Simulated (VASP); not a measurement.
Here is a VASP 6.6.1 calculation.

Contents of INCAR:

```
PREC     = Accurate       # precision mode
ENCUT    = 520            # plane-wave cutoff, eV
EDIFF    = 1E-7           # SCF threshold, eV
ISMEAR   = -1             # smearing method
SIGMA    = 0.02           # smearing width, eV
LREAL    = Auto         
LASPH    = T              # aspherical terms in the spheres
NELM     = 80             # most SCF steps
ALGO     = Normal         # electronic algorithm
ISIF     = 2              # what is computed and relaxed
LWAVE    = F              # write WAVECAR
LCHARG   = F              # write CHGCAR
GGA      = PE             # functional
NBANDS   = 53             # bands
```

The input KPOINTS:

```
Automatic mesh
0
Gamma
  2 2 2
```

The input POSCAR:

```
Si16Ge
1.0
    0.0000000000      5.4300000000      5.4300000000
    5.4300000000      0.0000000000      5.4300000000
    5.4300000000      5.4300000000      0.0000000000
Si Ge
16 1
Direct
   -0.0000227962      0.0001339363      0.0000679995
    0.1212435390      0.1212286452      0.1212350566
   -0.0043873142     -0.0044033520      0.5044074195
    0.1211550534      0.1211380232      0.6365363133
   -0.0043984440      0.5044182281     -0.0044078183
    0.1211309172      0.6366011470      0.1211208440
   -0.0044393121      0.5044341765      0.5044280554
    0.1266388486      0.6244617800      0.6244574021
    0.5043921832     -0.0043877636     -0.0043810812
    0.6364469149      0.1211716839      0.1211786892
    0.5044090908     -0.0044296193      0.5044177500
    0.6244714925      0.1265893631      0.6244776731
    0.5044135962      0.5044283252     -0.0044338450
    0.6244630503      0.6244735988      0.1266101119
    0.5000061229      0.4999638207      0.4999816083
    0.6244320128      0.6244418901      0.6244376429
    0.2499621445      0.2502197168      0.2501111785
```

Potentials or basis: VASP PAW PBE potentials, release 64 (Si, Ge_d).

Command:

```sh
$ cat potpaw_PBE.64/Si/POTCAR potpaw_PBE.64/Ge_d/POTCAR > POTCAR
$ mpirun -np 1 vasp_std > vasp.out
```

Problem. What does it give for the pressure?

Solution. 6.7 GPa.

Problem. Estimate the band gap on the k mesh.

Solution. Zero (band 39 reaches 6.99 eV, above the bottom of band 40 at 6.68 eV).

Problem. Predict the largest force.

Solution. 0.041 eV/Å.

Forces in eV/Å, atoms in the order of the input:
```
Si  -0.001  0.000 -0.001
Si  -0.006 -0.007 -0.006
Si   0.001  0.001 -0.008
Si   0.008  0.008 -0.007
Si   0.001 -0.008  0.001
Si   0.008 -0.007  0.008
Si   0.007  0.000  0.000
Si  -0.023  0.023  0.023
Si  -0.008  0.000  0.000
Si  -0.005  0.007  0.007
Si   0.000  0.007  0.000
Si   0.023 -0.023  0.023
Si   0.001  0.000  0.007
Si   0.023  0.023 -0.024
Si   0.000  0.000  0.000
Si  -0.023 -0.023 -0.023
Ge  -0.005 -0.001 -0.003
```

Caveat: the k points lie up to 0.50 Å⁻¹ apart.
